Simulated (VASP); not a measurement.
# SrBiSb2Br (Cmcm) in VASP: single point with PBE

Aim: the single point of SrBiSb2Br with PBE.

Program: VASP 6.6.1. These are calculated values, not measurements. Logs are shortened: lines on timing, memory, paths and dates and some standing lists are left out, and cuts for length are marked.

## 1. The cell of the first run

It takes space group Cmcm (No. 63, orthorhombic). The conventional cell has a = 6.307 Å, b = 14.536 Å, c = 6.161 Å, α = 90.00°, β = 90.00°, γ = 90.00°. Br (site symmetry m2m) has 5 Sr at 3.77 to 4.93 Å and 5 Bi at 4.01 to 4.79 Å and 8 Sb at 4.19 to 4.31 Å and 4 Br at 4.41 Å within 5.0 Å. Sb (site symmetry 2) has 2 Bi at 2.44 Å and 2 Sr at 2.61 Å and 4 Sb at 3.08 to 3.19 Å within 3.2 Å. Sr (site symmetry m2m) has 4 Sb at 2.61 Å within 3.4 Å. Bi (site symmetry m2m) has 4 Sb at 2.44 Å within 3.2 Å.

## 2. Single point, PBE, collinear spin

The input, INCAR:

```
ALGO = Normal
EDIFF = 1E-6
ENCUT = 520
GGA = PE
ISIF = 2
ISMEAR = 1
ISPIN = 2
LASPH = True
LCHARG = True
LELF = True
LORBIT = 11
LREAL = False
LVHAR = True
LWAVE = False
MAGMOM = 0.2 0.2 0.2 0.2 0.2 0.2 0.2 0.2 0.2 0.2
NBANDS = 57
NELM = 150
PREC = Accurate
SIGMA = 0.0156
```

The input, KPOINTS:

```
k-points
0
Gamma
  3 3 3
```

The input, POSCAR:

```
SrBiSb2Br
1.0
    6.3067820000      0.0000000000      0.0000000000
    3.1533910000     -7.2678940000      0.0000000000
    0.0000000000      0.0000000000     -6.1607190000
Br Sb Sr Bi
2 4 2 2
Direct
    0.7445000000      0.5110000000      0.7500000000
    0.2555000000      0.4890000000      0.2500000000
    0.2470000000      0.0000000000      0.0000000000
    0.7530000000      0.0000000000      0.5000000000
    0.7530000000      0.0000000000      0.0000000000
    0.2470000000      0.0000000000      0.5000000000
    0.4050000000      0.1900000000      0.7500000000
    0.5950000000      0.8100000000      0.2500000000
    0.0739000000      0.8522000000      0.7500000000
    0.9261000000      0.1478000000      0.2500000000
```

Potentials or basis: VASP PAW PBE potentials, release 64 (Br, Sb, Sr_sv, Bi_d).

On the command line:

```sh
cat potpaw_PBE.64/Br/POTCAR potpaw_PBE.64/Sb/POTCAR potpaw_PBE.64/Sr_sv/POTCAR potpaw_PBE.64/Bi_d/POTCAR > POTCAR
mpirun -np 1 vasp_std > vasp.out
```

OUTCAR:

```text
EDIFF = 1E-6
   ENCUT = 520
   GGA = PE
   ISIF = 2
   ISMEAR = 1
   ISPIN = 2
   LASPH = True
   LORBIT = 11
   LREAL = False
   NELM = 150
   PREC = Accurate

 ion  position               nearest neighbor table
   1  0.745  0.511  0.750-   8 3.77   8 3.77   7 3.92   7 3.92
   2  0.255  0.489  0.250-   7 3.77   7 3.77   8 3.92   8 3.92
   3  0.247  0.000  0.000-   9 2.44  10 2.44   7 2.61   8 2.61   6 3.08   6 3.08   5 3.12   5 3.19

   4  0.753  0.000  0.500-  10 2.44   9 2.44   7 2.61   8 2.61   5 3.08   5 3.08   6 3.12   6 3.19

   5  0.753  0.000  0.000-  10 2.44   9 2.44   7 2.61   8 2.61   4 3.08   4 3.08   3 3.12   3 3.19

   6  0.247  0.000  0.500-   9 2.44  10 2.44   7 2.61   8 2.61   3 3.08   3 3.08   4 3.12   4 3.19

   7  0.405  0.190  0.750-   3 2.61   4 2.61   5 2.61   6 2.61   2 3.77   2 3.77   1 3.92   1 3.92
                             9 4.00   9 4.00   8 4.14   8 4.14  10 4.42  10 4.42  10 4.42  10 4.42
   8  0.595  0.810  0.250-   3 2.61   4 2.61   5 2.61   6 2.61   1 3.77   1 3.77   2 3.92   2 3.92
                            10 4.00  10 4.00   7 4.14   7 4.14   9 4.42   9 4.42   9 4.42   9 4.42
   9  0.074  0.852  0.750-   3 2.44   6 2.44   5 2.44   4 2.44  10 3.76  10 3.76   7 4.00   7 4.00
                             8 4.42   8 4.42   8 4.42   8 4.42
  10  0.926  0.148  0.250-   4 2.44   5 2.44   3 2.44   6 2.44   9 3.76   9 3.76   8 4.00   8 4.00
                             7 4.42   7 4.42   7 4.42   7 4.42

  LATTYP: Found a base centered orthorhombic cell.
 ALAT       =     6.3067820000
 B/A-ratio  =     2.3047868152
 C/A-ratio  =     0.9768403284

  Lattice vectors:

 A1 = (   3.1533910000,   7.2678940000,   0.0000000000)
 A2 = (   3.1533910000,  -7.2678940000,   0.0000000000)
 A3 = (   0.0000000000,   0.0000000000,  -6.1607190000)

Analysis of symmetry for initial positions (statically):
=====================================================================
 Subroutine PRICEL returns:
 Original cell was already a primitive cell.

 Routine SETGRP: Setting up the symmetry group for a
 base centered orthorhombic supercell.

 Subroutine GETGRP returns: Found  8 space group operations
 (whereof  4 operations were pure point group operations)
 out of a pool of  8 trial point group operations.

The static configuration has the point symmetry C_2h.
 The point group associated with its full space group is D_2h.

Analysis of symmetry for dynamics (positions and initial velocities):
=====================================================================
[... 174 lines left out ...]

 E-fermi :   5.9187     XC(G=0):  -9.2825

 val. band max:        5.9160379835   @ k =   0.3333   0.0000   0.3333
 cond. band min:       5.9674266257   @ k =   0.3333   0.0000   0.3333
 fundamental gap:      0.0513886422
 Fermi energy:         5.9186956957

 spin component 1

 k-point     1 :       0.0000    0.0000    0.0000
  band No.  band energies     occupation
      1     -29.1481      1.00000
      2     -29.1168      1.00000
      3     -18.4853      1.00000
      4     -18.3810      1.00000
      5     -18.3422      1.00000
      6     -18.2868      1.00000
[... 445 lines left out ...]
     53      10.5599      0.00000
     54      10.5911      0.00000
 Fermi energy:         5.9186956957

 spin component 2

 k-point     1 :       0.0000    0.0000    0.0000
  band No.  band energies     occupation
      1     -29.1591      1.00000
      2     -29.1276      1.00000
      3     -18.4935      1.00000
      4     -18.3886      1.00000
      5     -18.3524      1.00000
      6     -18.2945      1.00000
[... 445 lines left out ...]
     53      10.5366      0.00000
     54      10.5671      0.00000
 [bands above 54 left out]

------------------------ aborting loop because EDIFF is reached ----------------------------------------

  FORCE on cell =-STRESS in cart. coord.  units (eV):
  Direction    XX          YY          ZZ          XY          YZ          ZX
  --------------------------------------------------------------------------------------
  -------------------------------------------------------------------------------------
  Total      104.9621477     52.0416584     92.6792919      0.0000000      0.0000000      0.0000000
  in kB      595.5188139    295.2663163    525.8301512      0.0000000      0.0000000      0.0000000
  external PRESSURE =     472.2050938 kB  Pullay stress =       0.0000000 kB

 VOLUME and BASIS-vectors are now :
 -----------------------------------------------------------------------------
  energy-cutoff  :      520.00
  volume of cell :      282.39
      direct lattice vectors                 reciprocal lattice vectors
     6.306782000  0.000000000  0.000000000     0.158559468  0.068795720  0.000000000
     3.153391000 -7.267894000  0.000000000     0.000000000 -0.137591440  0.000000000
     0.000000000  0.000000000 -6.160719000     0.000000000  0.000000000 -0.162318716

 POSITION                                       TOTAL-FORCE (eV/Angst)
 -----------------------------------------------------------------------------------
      6.30678     -3.71389     -4.62054         0.000000      0.034230      0.000000
      3.15339     -3.55400     -1.54018         0.000000     -0.034230     -0.000000
      1.55778      0.00000      0.00000         4.754653     -0.000000      0.000000
      4.74901      0.00000     -3.08036        -4.754653     -0.000000      0.000000
      4.74901      0.00000      0.00000        -4.754653     -0.000000      0.000000
      1.55778      0.00000     -3.08036         4.754653     -0.000000      0.000000
      3.15339     -1.38090     -4.62054        -0.000000    -10.178722      0.000000
      6.30678     -5.88699     -1.54018         0.000000     10.178722      0.000000
      3.15339     -6.19370     -4.62054        -0.000000     13.580977      0.000000
      6.30678     -1.07419     -1.54018         0.000000    -13.580977     -0.000000
 -----------------------------------------------------------------------------------
    total drift:                               -0.000000     -0.000000      0.000000

  FREE ENERGIE OF THE ION-ELECTRON SYSTEM (eV)
  ---------------------------------------------------
  free  energy   TOTEN  =       -11.7165434514 eV

  energy  without entropy=      -11.7156798537  energy(sigma->0) =      -11.71625559

 total charge

# of ion       s       p       d       tot
------------------------------------------
    1        1.606   3.222   0.003   4.831
    2        1.606   3.222   0.003   4.831
    3        1.231   1.588   0.084   2.904
    4        1.231   1.588   0.084   2.904
    5        1.231   1.588   0.084   2.904
    6        1.231   1.588   0.084   2.904
    7        2.050   5.847   0.614   8.512
    8        2.050   5.847   0.614   8.512
    9        1.558   1.831  10.093  13.483
   10        1.558   1.831  10.093  13.483
--------------------------------------------------
tot         15.355  28.155  21.758  65.267

 magnetization (x)

# of ion       s       p       d       tot
------------------------------------------
    1       -0.000  -0.003  -0.000  -0.003
    2       -0.000  -0.003  -0.000  -0.003
    3       -0.003  -0.031  -0.001  -0.035
    4       -0.003  -0.031  -0.001  -0.035
    5       -0.003  -0.031  -0.001  -0.035
    6       -0.003  -0.031  -0.001  -0.035
    7       -0.000  -0.004  -0.014  -0.018
    8       -0.000  -0.004  -0.014  -0.018
    9       -0.003  -0.017  -0.006  -0.026
   10       -0.003  -0.017  -0.006  -0.026
--------------------------------------------------
tot         -0.018  -0.170  -0.046  -0.234
```

OSZICAR:

```text
N       E                     dE             d eps       ncg     rms          rms(c)
DAV:   1     0.866705308407E+03    0.86671E+03   -0.36985E+04  1824   0.140E+03
DAV:   2     0.879102323345E+02   -0.77880E+03   -0.74820E+03  2057   0.368E+02
DAV:   3    -0.840963705221E+01   -0.96320E+02   -0.93975E+02  2485   0.142E+02
DAV:   4    -0.137927978470E+02   -0.53832E+01   -0.53327E+01  2784   0.335E+01
DAV:   5    -0.140755619988E+02   -0.28276E+00   -0.28217E+00  2936   0.553E+00    0.686E+01
DAV:   6    -0.118642856949E+02    0.22113E+01   -0.37326E+00  2693   0.991E+00    0.340E+01
DAV:   7    -0.117542283475E+02    0.11006E+00   -0.20358E+00  2352   0.467E+00    0.547E+00
DAV:   8    -0.117126501308E+02    0.41578E-01   -0.28246E-01  2214   0.265E+00    0.354E+00
DAV:   9    -0.117138530840E+02   -0.12030E-02   -0.82679E-02  2768   0.133E+00    0.141E+00
DAV:  10    -0.117146585556E+02   -0.80547E-03   -0.19935E-02  2108   0.625E-01    0.587E-01
DAV:  11    -0.117159955814E+02   -0.13370E-02   -0.39970E-03  2480   0.230E-01    0.330E-01
DAV:  12    -0.117163114423E+02   -0.31586E-03   -0.16003E-03  2372   0.209E-01    0.133E-01
DAV:  13    -0.117164177203E+02   -0.10628E-03   -0.31401E-04  2320   0.616E-02    0.521E-02
DAV:  14    -0.117165147329E+02   -0.97013E-04   -0.10537E-04  2312   0.410E-02    0.451E-02
DAV:  15    -0.117165340309E+02   -0.19298E-04   -0.30235E-05  2176   0.227E-02    0.141E-02
DAV:  16    -0.117165405078E+02   -0.64769E-05   -0.68824E-06  1998   0.965E-03    0.920E-03
DAV:  17    -0.117165431211E+02   -0.26134E-05   -0.30241E-06  1672   0.659E-03    0.454E-03
DAV:  18    -0.117165434514E+02   -0.33030E-06   -0.78778E-07  1476   0.370E-03
   1 F= -.11716543E+02 E0= -.11716256E+02  d E =-.863598E-03  mag=    -0.3705
```

Run time: 4 min. Hardware: 1 thread of AMD EPYC 9R45 (Zen 5), shared host; peak memory 0.56 GiB.

Results:

| Property | Result |
| --- | --- |
| Free energy | -11.7165 eV |
| Pressure | 47.2 GPa |
| Largest force | 13.581 eV/Å |
| Net moment | -0.37 μB per cell |
| Site moments | Br -0.00; Sb -0.04; Sr -0.02; Bi -0.03 μB |
| Valence electrons inside the program's atomic spheres | Br 4.83; Sb 2.90; Sr 8.51; Bi 13.48 |

Forces on the atoms (eV/Å):
```
Br    0.000   0.034   0.000
Br    0.000  -0.034   0.000
Sb    4.755   0.000   0.000
Sb   -4.755   0.000   0.000
Sb   -4.755   0.000   0.000
Sb    4.755   0.000   0.000
Sr    0.000 -10.179   0.000
Sr    0.000  10.179   0.000
Bi    0.000  13.581   0.000
Bi    0.000 -13.581   0.000
```

Stress tensor (GPa, compression positive):
```
59.55  0.00  0.00
 0.00 29.53  0.00
 0.00  0.00 52.58
```

Levels at points of the mesh, in eV from the Fermi level:
Spin up:
```tsv
k point	band 39	band 40	band 41	band 42	band 43	band 44
(0.00, 0.00, 0.00)	-1.27	-1.18	-0.39	0.40	1.19	1.26
```
Spin down:
| k point | band 40 | band 41 | band 42 | band 43 | band 44 | band 45 |
| --- | --- | --- | --- | --- | --- | --- |
| (0.00, 0.00, 0.00) | -1.20 | -0.43 | 0.36 | 1.16 | 1.21 | 2.23 |

Caveat: the k points lie up to 0.36 Å⁻¹ apart; spin-orbit coupling is left out, which moves the levels of the heavy elements; forces of over 1 eV/Å act on the atoms, so gaps and moduli don't describe the material at rest.
